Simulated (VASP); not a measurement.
Write the native input for VASP 6.6.1 that does the following.

```
Task                   : single point
Functional             : r2SCAN
Potentials or basis    : VASP PAW PBE potentials, release 64 (Al, Ni)
Cutoff                 : 520 eV
k mesh                 : 18 × 18 × 18
Occupations            : gaussian, width 0.1 eV
Spin                   : no spin polarisation
Dipole correction      : no
Further INCAR settings : ALGO = Normal; EDIFF = 1e-07; NBANDS = 14
```

The system is AlNi.

```
Al Ni
1.0
     2.83133    0.00000    0.00000
     0.00000    2.83133    0.00000
     0.00000    0.00000    2.90840
Al Ni
1 1
Cartesian
  0.0000 0.0000 0.0000
  1.4157 1.4157 1.4542
```

This cell differs from its parent crystal: biaxial strain in the a-b plane: -1.0 %, then relaxed in part.

One way to write it, as run:

POSCAR

```
AlNi
1.0
    2.8313328267      0.0000000000      0.0000000000
    0.0000000000      2.8313328267      0.0000000000
    0.0000000000      0.0000000000      2.9084010840
Al Ni
1 1
Direct
    0.0000000000      0.0000000000      0.0000000000
    0.5000000000      0.5000000000      0.5000000000
```

INCAR.step1

```
PREC = Accurate ; ENCUT = 520
ISMEAR = 0 ; SIGMA = 0.1
LREAL = False ; LASPH = True
NELM = 100 ; NBANDS = 14
GGA = PE ; ALGO = Normal
EDIFF = 1E-4 ; LWAVE = True
LCHARG = False
```

INCAR.step2

```
PREC = Accurate ; ENCUT = 520
EDIFF = 1E-7 ; ISMEAR = 0
SIGMA = 0.1 ; LREAL = False
LASPH = True ; NELM = 100
ALGO = Normal ; ISIF = 2
LWAVE = False ; LCHARG = True
METAGGA = R2SCAN ; LMIXTAU = True
LELF = True ; LVHAR = True
NBANDS = 14 ; ISTART = 1
```

KPOINTS

```
regular mesh
0
Gamma
  18 18 18
```

Potentials or basis: VASP PAW PBE potentials, release 64 (Al, Ni).

The run is started by

```console
$ cat potpaw_PBE.64/Al/POTCAR potpaw_PBE.64/Ni/POTCAR > POTCAR
$ cp INCAR.step1 INCAR
$ mpirun -np 1 vasp_std > vasp.out
$ cp INCAR.step2 INCAR
$ mpirun -np 1 vasp_std > vasp.out
```

Results of the run:

```yaml
Pressure: 1.0 GPa
Band_gap_on_the_k_mesh: zero (an odd number of electrons rules out a gap without spin polarisation)
```

Caveat: the cell differs from its parent crystal (biaxial strain in the a-b plane: -1.0 %, then relaxed in part); the PAW data sets were made with another functional, which shifts forces and pressure a little.

Run time: 11 min on 1 thread of Intel Xeon 8259CL, on a shared host, peak memory 0.3 GiB.
